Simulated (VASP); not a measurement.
A run of VASP 6.6.1 is set up as follows.

File INCAR:

```
SYSTEM = TiW14
PREC = Accurate
ENCUT = 520
EDIFF = 1E-6
ISMEAR = 0
SIGMA = 0.1
LREAL = Auto
LASPH = .True.
NELM = 100
ALGO = Normal
ISIF = 2
LWAVE = .False.
LCHARG = .False.
GGA = PE
NBANDS = 117
```

File KPOINTS:

```
regular mesh
0
Gamma
  3 3 3
  0 0 0
```

The input POSCAR:

```
TiW14
1.0
    6.3200000000      0.0000000000      0.0000000000
    0.0000000000      6.3200000000      0.0000000000
    0.0000000000      0.0000000000      6.3200000000
Ti W
1 14
Direct
    0.0975889241      0.0950462025      0.0959827532
    0.5110992089     -0.0053800633     -0.0047365506
   -0.0035115506      0.5088564873     -0.0043721519
   -0.0036075949     -0.0051243671      0.5096670886
    0.4946797468      0.4928515823      0.0014034810
    0.4945724684      0.0007338608      0.4934857595
    0.7433417722      0.2553477848      0.2560117089
    0.0022485759      0.4930727848      0.4938280063
    0.2572447785      0.7410283228      0.2563931962
    0.2571473101      0.2556185127      0.7419443038
    0.5012365506      0.4995794304      0.5003082278
    0.7553696203      0.7535738924      0.2514871835
    0.7553245253      0.2507819620      0.7542500000
    0.2525128165      0.7537797468      0.7545150316
    0.7533314873      0.7516281646      0.7523072785
```

Potentials or basis: VASP PAW PBE potentials, release 64 (Ti_sv, W_sv).

The run is started by

```bash
$ cat potpaw_PBE.64/Ti_sv/POTCAR potpaw_PBE.64/W_sv/POTCAR > POTCAR
$ mpirun -np 1 vasp_std > vasp.out
```

(1) Estimate the largest force.

(2) What does it give for the pressure?

Answers

(1) 0.612 eV/Å.

(2) 1.1 GPa.
